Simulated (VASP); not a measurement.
# Mg (Fm-3m) in VASP: further runs

Mg is run at these levels: LDA; tasks: single point.

Everything below comes from runs of VASP 6.6.1. Logs are shortened: lines on timing, memory, paths and dates and some standing lists are left out, and cuts for length are marked.

**1. The cell of the first run**

It takes space group Fm-3m (No. 225, cubic). The conventional cell has a = 4.248 Å, b = 4.248 Å, c = 4.248 Å, α = 90.00°, β = 90.00°, γ = 90.00°. Mg (site symmetry m-3m) has 12 Mg at 3.00 Å within 4.0 Å.

**2. Single point, LDA (volume scaled by 0.88)**

Input file INCAR:

```
SYSTEM = Mg
ALGO = Normal
EDIFF = 1E-7
ENCUT = 520
GGA = CA
ISIF = 2
ISMEAR = -1
LASPH = .TRUE.
LCHARG = .TRUE.
LELF = .TRUE.
LREAL = .FALSE.
LVHAR = .TRUE.
LWAVE = .FALSE.
NBANDS = 7
NELM = 100
PREC = Accurate
SIGMA = 0.1
```

Input file KPOINTS:

```
k-points
0
G
  14 14 14
  0 0 0
```

Input file POSCAR:

```
Mg
1.0
    0.0000000000      2.1239375137      2.1239375137
    2.1239375137      0.0000000000      2.1239375137
    2.1239375137      2.1239375137      0.0000000000
Mg
1
Direct
    0.0000000000      0.0000000000      0.0000000000
```

Potentials or basis: VASP PAW LDA potentials, release 64 (Mg).

Launch:

```sh
> cat potpaw_LDA.64/Mg/POTCAR > POTCAR
> mpirun -np 1 vasp_std > vasp.out
```

OUTCAR:

```text
SYSTEM = Mg
   EDIFF = 1E-7
   ENCUT = 520
   GGA = CA
   ISIF = 2
   ISMEAR = -1
   LASPH = .TRUE.
   LREAL = .FALSE.
   NELM = 100
   PREC = Accurate

 ion  position               nearest neighbor table
   1  0.000  0.000  0.000-

  LATTYP: Found a face centered cubic cell.
 ALAT       =     4.2478750274

  Lattice vectors:

 A1 = (   0.0000000000,   2.1239375137,   2.1239375137)
 A2 = (   2.1239375137,   0.0000000000,   2.1239375137)
 A3 = (   2.1239375137,   2.1239375137,   0.0000000000)

Analysis of symmetry for initial positions (statically):
=====================================================================
 Subroutine PRICEL returns:
 Original cell was already a primitive cell.

 Routine SETGRP: Setting up the symmetry group for a
 face centered cubic supercell.

 Subroutine GETGRP returns: Found 48 space group operations
[... 9 lines left out ...]

 Routine SETGRP: Setting up the symmetry group for a
 face centered cubic supercell.

 Subroutine GETGRP returns: Found 48 space group operations
[... 11 lines left out ...]
                                     Primitive cell

  volume of cell :      19.1626

  direct lattice vectors                    reciprocal lattice vectors
     0.000000000  2.123937514  2.123937514    -0.235411822  0.235411822  0.235411822
     2.123937514  0.000000000  2.123937514     0.235411822 -0.235411822  0.235411822
     2.123937514  2.123937514  0.000000000     0.235411822  0.235411822 -0.235411822

  length of vectors
     3.003701238  3.003701238  3.003701238     0.407745236  0.407745236  0.407745236

  position of ions in fractional coordinates (direct lattice)
     0.000000000  0.000000000  0.000000000

  ion indices of the primitive-cell ions
   primitive index   ion index
                 1           1

----------------------------------------------------------------------------------------

 KPOINTS: k-points

Automatic generation of k-mesh.
 Grid dimensions read from file:
 generate k-points for:   14   14   14

 Generating k-lattice:

  Cartesian coordinates                     Fractional coordinates (reciprocal lattice)
    -0.016815130  0.016815130  0.016815130     0.071428571  0.000000000  0.000000000
     0.016815130 -0.016815130  0.016815130     0.000000000  0.071428571  0.000000000
     0.016815130  0.016815130 -0.016815130     0.000000000  0.000000000  0.071428571

  Length of vectors
     0.029124660  0.029124660  0.029124660

  Shift w.r.t. Gamma in fractional coordinates (k-lattice)
     0.000000000  0.000000000  0.000000000

 Subroutine IBZKPT returns following result:
 ===========================================

 Found    104 irreducible k-points:

 Following reciprocal coordinates:
            Coordinates               Weight
  0.000000  0.000000  0.000000      1.000000
  0.071429  0.000000  0.000000      8.000000
  0.142857  0.000000  0.000000      8.000000
  0.214286  0.000000  0.000000      8.000000
  0.285714  0.000000  0.000000      8.000000
  0.357143  0.000000  0.000000      8.000000
[... 16 lines left out ...]
  0.214286  0.142857  0.000000     24.000000
  0.285714  0.142857  0.000000     24.000000
 [... further k-points ...]
   k-points           NKPTS =    104   k-points in BZ     NKDIM =    104   number of bands    NBANDS=      7
   number of dos      NEDOS =    301   number of ions     NIONS =      1
   total plane-waves  NPLWV =  13824
   dimension x,y,z NGX =    24 NGY =   24 NGZ =   24
   dimension x,y,z NGXF=    48 NGYF=   48 NGZF=   48
   ions per type =               1
   NGX,Y,Z   is equivalent  to a cutoff of  13.28, 13.28, 13.28 a.u.
   NGXF,Y,Z  is equivalent  to a cutoff of  26.57, 26.57, 26.57 a.u.
 SYSTEM =  Mg
   PREC   = accura    normal or accurate (medium, high low for compatibility)
   ISTART =      0    job   : 0-new  1-cont  2-samecut
   ICHARG =      2    charge: 1-file 2-atom 10-const
   ISPIN  =      1    spin polarized calculation?
   LNONCOLLINEAR =      F non collinear calculations
   LSORBIT =      F    spin-orbit coupling
   LASPH  =      T    aspherical Exc in radial PAW
   ENCUT  =  520.0 eV  38.22 Ry    6.18 a.u.   5.58  5.58  5.58*2*pi/ulx,y,z
   NELM   =    100;   NELMIN=  2; NELMDL= -5     # of ELM steps
   EDIFF  = 0.1E-06   stopping-criterion for ELM
   LREAL  =      F    real-space projection
   EDIFFG = 0.1E-05   stopping-criterion for IOM
   NSW    =      0    number of steps for IOM
   IBRION =     -1    ionic relax: 0-MD 1-quasi-New 2-CG
   NFREE  =      0    steps in history (QN), initial steepest desc. (CG)
   ISIF   =      2    stress and relaxation
   ISYM   =      2    0-nonsym 1-usesym 2-fastsym
   POTIM  = 0.5000    time-step for ionic-motion
   TEBEG  =    0.0;   TEEND  =   0.0 temperature during run
   PSTRESS=    0.0 pullay stress
   NELECT =       2.0000    total number of electrons
   NUPDOWN=      -1.0000    fix difference up-down
   EMIN   =  10.00;   EMAX   =-10.00  energy-range for DOS
   EFERMI =   0.00;   METHOD = LEGACY
   ISMEAR =    -1;   SIGMA  =   0.10  broadening in eV -4-tet -1-fermi 0-gaus
   EFERMI_NEDOS =   21; number of points for ismear=-14 and -15
   IALGO  =     38    algorithm
   IMIX   =      4    mixing-type and parameters
     AMIX     =   0.40;   BMIX     =  1.00
     AMIX_MAG =   1.60;   BMIX_MAG =  1.00
  volume/ion in A,a.u.               =      19.16       129.32
  Fermi-wavevector in a.u.,A,eV,Ry     =   0.770785  1.456572  8.083345  0.594109
  Thomas-Fermi vector in A             =   1.872063
   LORBIT       =      0    0 simple, 1 ext, 2 COOP (PROOUT), +10 PAW based schemes
   GGA     = CA    functional components
   LHFCALC =     F    Hartree Fock is set to
   AEXX    =    0.0000 exact exchange contribution
   IVDW    =     0    specifies the selected vdW correction
   LEPSILON=     F    determine dielectric tensor
   LRPA    =     F    only Hartree local field effects (RPA)
 non-spin polarized calculation
  energy-cutoff  :      520.00
  volume of cell :       19.16
 maximum number of plane-waves:       533
   NGX = 11   NGY = 11   NGZ = 11

 number of electron       2.0000000 magnetization

 Free energy of the ion-electron system (eV)
  ---------------------------------------------------
  ext. energy  EPLUGINS =         0.00000000
  ---------------------------------------------------
  free energy    TOTEN  =        -1.76330757 eV

  energy without entropy =       -1.75098067  energy(sigma->0) =       -1.75714412

 E-fermi :   3.4506     XC(G=0):  -9.2820

 val. band max:        3.4502686031   @ k =   0.5000   0.1429   0.0000
 cond. band min:       3.4994305138   @ k =  -0.4286   0.4286   0.0000
 fundamental gap:      0.0491619107
 Fermi energy:         3.4506170073

 k-point     1 :       0.0000    0.0000    0.0000
  band No.  band energies     occupation
      1      -4.2542      2.00000
      2      16.9144      0.00000
      3      16.9144      0.00000
      4      16.9144      0.00000
      5      19.6786      0.00000
      6      19.7689      0.00000
      7      19.7689      0.00000

 k-point     2 :       0.0714    0.0000    0.0000
  band No.  band energies     occupation
      1      -4.1263      2.00000
      2      15.1876      0.00000
      3      16.7132      0.00000
      4      16.7132      0.00000
      5      19.5471      0.00000
      6      20.1708      0.00000
      7      20.1708      0.00000

 k-point     3 :       0.1429    0.0000    0.0000
  band No.  band energies     occupation
      1      -3.7438      2.00000
      2      12.6399      0.00000
      3      16.3230      0.00000
      4      16.3230      0.00000
      5      19.1361      0.00000
      6      21.0916      0.00000
      7      21.0916      0.00000

 k-point     4 :       0.2143    0.0000    0.0000
  band No.  band energies     occupation
      1      -3.1104      2.00000
      2      10.1378      0.00000
      3      15.9746      0.00000
      4      15.9746      0.00000
      5      18.7264      0.00000
      6      20.1470      0.00000
      7      20.1470      0.00000

 k-point     5 :       0.2857    0.0000    0.0000
  band No.  band energies     occupation
      1      -2.2323      2.00000
      2       7.7828      0.00000
      3      15.7482      0.00000
      4      15.7482      0.00000
      5      18.4462      0.00000
      6      19.0304      0.00000
      7      19.0304      0.00000

 k-point     6 :       0.3571    0.0000    0.0000
  band No.  band energies     occupation
      1      -1.1182      2.00000
      2       5.6080      0.00000
      3      15.6572      0.00000
      4      15.6572      0.00000
      5      18.1370      0.00000
      6      18.1370      0.00000
      7      18.3333      0.00000

 k-point     7 :       0.4286    0.0000    0.0000
  band No.  band energies     occupation
      1       0.2155      2.00000
      2       3.6367      0.26912
      3      15.6709      0.00000
      4      15.6709      0.00000
      5      17.5266      0.00000
      6      17.5266      0.00000
      7      18.3526      0.00000

 k-point     8 :       0.5000    0.0000    0.0000
  band No.  band energies     occupation
      1       1.4866      2.00000
      2       2.1531      2.00000
      3      15.6998      0.00000
      4      15.6998      0.00000
      5      17.2981      0.00000
      6      17.2981      0.00000
      7      18.3889      0.00000

 k-point     9 :       0.0714    0.0714    0.0000
  band No.  band energies     occupation
      1      -4.0837      2.00000
      2      15.7199      0.00000
      3      16.0274      0.00000
      4      16.0274      0.00000
      5      19.1469      0.00000
      6      20.9429      0.00000
      7      20.9429      0.00000

 k-point    10 :       0.1429    0.0714    0.0000
  band No.  band energies     occupation
      1      -3.7862      2.00000
      2      13.5088      0.00000
      3      15.4156      0.00000
      4      16.1141      0.00000
      5      18.9985      0.00000
      6      20.4220      0.00000
      7      20.7499      0.00000

 k-point    11 :       0.2143    0.0714    0.0000
  band No.  band energies     occupation
      1      -3.2367      2.00000
      2      11.0242      0.00000
      3      14.9536      0.00000
      4      15.8766      0.00000
      5      18.5416      0.00000
      6      20.3272      0.00000
      7      20.5864      0.00000

 k-point    12 :       0.2857    0.0714    0.0000
  band No.  band energies     occupation
      1      -2.4404      2.00000
      2       8.6350      0.00000
      3      14.6662      0.00000
      4      15.5227      0.00000
      5      17.5613      0.00000
      6      20.1000      0.00000
      7      20.7547      0.00000

 k-point    13 :       0.3571    0.0714    0.0000
  band No.  band energies     occupation
      1      -1.4053      2.00000
      2       6.4072      0.00000
      3      14.5632      0.00000
      4      15.1338      0.00000
      5      16.8494      0.00000
      6      19.7394      0.00000
      7      19.9648      0.00000

 k-point    14 :       0.4286    0.0714    0.0000
  band No.  band energies     occupation
      1      -0.1438      2.00000
      2       4.3704      0.00020
      3      14.6490      0.00000
      4      14.6683      0.00000
      5      16.5870      0.00000
      6      18.9145      0.00000
      7      19.9337      0.00000

 k-point    15 :       0.5000    0.0714    0.0000
  band No.  band energies     occupation
      1       1.2841      2.00000
      2       2.5895      1.99964
      3      14.2012      0.00000
      4      14.9249      0.00000
      5      16.7329      0.00000
      6      18.2933      0.00000
      7      19.8701      0.00000

 k-point    16 :      -0.4286    0.0714    0.0000
  band No.  band energies     occupation
      1       0.8050      2.00000
      2       3.1390      1.91515
      3      13.8466      0.00000
      4      15.3859      0.00000
      5      17.1789      0.00000
      6      17.8839      0.00000
      7      19.6889      0.00000

 k-point    17 :      -0.3571    0.0714    0.0000
  band No.  band energies     occupation
      1      -0.5882      2.00000
      2       5.0255      0.00000
      3      13.6609      0.00000
      4      16.0051      0.00000
      5      17.7097      0.00000
      6      17.8555      0.00000
      7      19.5533      0.00000

 k-point    18 :      -0.2857    0.0714    0.0000
  band No.  band energies     occupation
      1      -1.7763      2.00000
      2       7.1268      0.00000
      3      13.6671      0.00000
      4      16.6653      0.00000
      5      17.8739      0.00000
      6      18.6841      0.00000
      7      19.6254      0.00000

 k-point    19 :      -0.2143    0.0714    0.0000
  band No.  band energies     occupation
      1      -2.7329      2.00000
      2       9.4049      0.00000
      3      13.8767      0.00000
      4      17.1124      0.00000
      5      18.5866      0.00000
      6      19.3971      0.00000
      7      20.1540      0.00000

 k-point    20 :      -0.1429    0.0714    0.0000
  band No.  band energies     occupation
      1      -3.4476      2.00000
      2      11.8037      0.00000
      3      14.3114      0.00000
      4      17.3343      0.00000
      5      19.6722      0.00000
      6      19.8347      0.00000
      7      20.8054      0.00000

 k-point    21 :      -0.0714    0.0714    0.0000
  band No.  band energies     occupation
      1      -3.9135      2.00000
      2      14.0235      0.00000
      3      15.1672      0.00000
      4      17.2455      0.00000
      5      19.9150      0.00000
      6      20.0110      0.00000
      7      20.6876      0.00000

 k-point    22 :       0.1429    0.1429    0.0000
  band No.  band energies     occupation
      1      -3.5743      2.00000
      2      14.0302      0.00000
      3      14.6754      0.00000
      4      14.6754      0.00000
      5      17.2981      0.00000
      6      19.2332      0.00000
      7      23.1261      0.00000

 k-point    23 :       0.2143    0.1429    0.0000
  band No.  band energies     occupation
      1      -3.1103      2.00000
      2      12.0060      0.00000
      3      14.1217      0.00000
      4      14.7165      0.00000
      5      16.3804      0.00000
      6      18.7571      0.00000
      7      23.2079      0.00000

 k-point    24 :       0.2857    0.1429    0.0000
  band No.  band energies     occupation
      1      -2.3987      2.00000
      2       9.6576      0.00000
      3      13.7610      0.00000
      4      14.2571      0.00000
      5      15.7794      0.00000
      6      19.5010      0.00000
      7      22.6580      0.00000

 [... further k-points ...]
[... 5 lines left out ...]
  --------------------------------------------------------------------------------------
  -------------------------------------------------------------------------------------
  Total        0.7376557      0.7376557      0.7376557      0.0000000      0.0000000      0.0000000
  in kB       61.6749865     61.6749865     61.6749865      0.0000000      0.0000000      0.0000000
  external PRESSURE =      61.6749865 kB  Pullay stress =       0.0000000 kB

 VOLUME and BASIS-vectors are now :
 -----------------------------------------------------------------------------
  energy-cutoff  :      520.00
  volume of cell :       19.16
      direct lattice vectors                 reciprocal lattice vectors
     0.000000000  2.123937514  2.123937514    -0.235411822  0.235411822  0.235411822
     2.123937514  0.000000000  2.123937514     0.235411822 -0.235411822  0.235411822
     2.123937514  2.123937514  0.000000000     0.235411822  0.235411822 -0.235411822

 POSITION                                       TOTAL-FORCE (eV/Angst)
 -----------------------------------------------------------------------------------
      0.00000      0.00000      0.00000         0.000000      0.000000     -0.000000
 -----------------------------------------------------------------------------------
    total drift:                               -0.000000      0.000000      0.000000

  FREE ENERGIE OF THE ION-ELECTRON SYSTEM (eV)
  ---------------------------------------------------
  free  energy   TOTEN  =        -1.7633075673 eV

  energy  without entropy=       -1.7509806705  energy(sigma->0) =       -1.75714412
```

Wall time 10 s (1 thread of AMD EPYC 7R13 (Zen 3), shared host); peak memory 0.1 GiB.

Results:

* Free energy: -1.7633 eV
* Pressure: 6.2 GPa
* Band gap on the k mesh: zero (band 1 reaches 4.54 eV, above the bottom of band 2 at 2.15 eV)

**3. Single point, LDA (volume scaled by 0.92)**

Input file INCAR:

```
ALGO = Normal
EDIFF = 1E-7
ENCUT = 520
ISIF = 2
ISMEAR = -1
LASPH = True
LCHARG = False
LREAL = False
LWAVE = False
NBANDS = 7
NELM = 60
PREC = Accurate
SIGMA = 0.1
```

Input file KPOINTS:

```
k-points
0
Gamma
  14 14 14
```

Input file POSCAR:

```
Mg
1.0
    0.0000000000      2.1556427479      2.1556427479
    2.1556427479      0.0000000000      2.1556427479
    2.1556427479      2.1556427479      0.0000000000
Mg
1
Direct
    0.0000000000      0.0000000000      0.0000000000
```

Potentials or basis: VASP PAW LDA potentials, release 64 (Mg).

Launch:

```sh
> cat potpaw_LDA.64/Mg/POTCAR > POTCAR
> mpirun -np 1 vasp_std > vasp.out
```

Wall time 12 s (1 thread of AMD EPYC 7R13 (Zen 3), shared host); peak memory 0.1 GiB.

It converged, with:

| Quantity | Value |
| --- | --- |
| Free energy | -1.7896 eV |
| Pressure | 3.6 GPa |
| Band gap on the k mesh | zero (band 1 reaches 4.26 eV, above the bottom of band 2 at 1.89 eV) |

Levels at points of the mesh, in eV from the Fermi level:
```tsv
k point	band 1	band 2	band 3	band 4	band 5	band 6
(0.00, 0.00, 0.00)	-7.50	13.17	13.17	13.17	15.75	15.75
(0.50, 0.00, 0.00)	-1.89	-1.30	12.00	12.00	13.35	13.35
(0.50, 0.50, 0.00)	-0.24	0.88	6.38	7.64	7.64	11.03
```

**4. Single point, LDA (volume scaled by 0.96)**

Input file INCAR:

```
PREC = Accurate
ENCUT = 520
EDIFF = 1E-7
ISMEAR = -1
SIGMA = 0.1
LREAL = False
LASPH = True
NELM = 60
ALGO = Normal
ISIF = 2
LWAVE = False
LCHARG = False
NBANDS = 7
```

Input file KPOINTS:

```
Automatic mesh
0
Gamma
  14 14 14
```

Input file POSCAR:

```
Mg
1.0
    0.0000000000      2.1864418054      2.1864418054
    2.1864418054      0.0000000000      2.1864418054
    2.1864418054      2.1864418054      0.0000000000
Mg
1
Direct
    0.0000000000      0.0000000000      0.0000000000
```

Launch:

```sh
> cat potpaw_LDA.64/Mg/POTCAR > POTCAR
> mpirun -np 1 vasp_std > vasp.out
```

Wall time 11 s (1 thread of AMD EPYC 7R13 (Zen 3), shared host); peak memory 0.1 GiB.

It converged, with:

| Property | Result |
| --- | --- |
| Free energy | -1.8032 eV |
| Pressure | 1.5 GPa |
| Band gap on the k mesh | zero (band 1 reaches 4.00 eV, above the bottom of band 2 at 1.64 eV) |

Levels at points of the mesh, in eV from the Fermi level:
```
           k point  band 1  band 2  band 3  band 4
(0.00, 0.00, 0.00)   -7.30   12.90   12.90   12.90
(0.50, 0.00, 0.00)   -1.81   -1.30   11.76   11.76
(0.50, 0.50, 0.00)   -0.22    0.86    6.31    7.40
```

**5. The runs side by side**

```csv
cell,gap on the mesh (eV),pressure (GPa)
"a = 3.004 Å, angles 60.0°, 1 atom",none,6.2
"a = 3.049 Å, angles 60.0°, 1 atom",none,3.6
"a = 3.092 Å, angles 60.0°, 1 atom",none,1.5
```

Alike in all rows: task single point; level LDA; potentials or basis VASP PAW LDA potentials, release 64 (Mg); no spin polarisation; k mesh 14 × 14 × 14; cutoff (eV) 520; smearing fermi-dirac 0.1 eV.

Absolute energies hang on the potentials; compare differences alone.
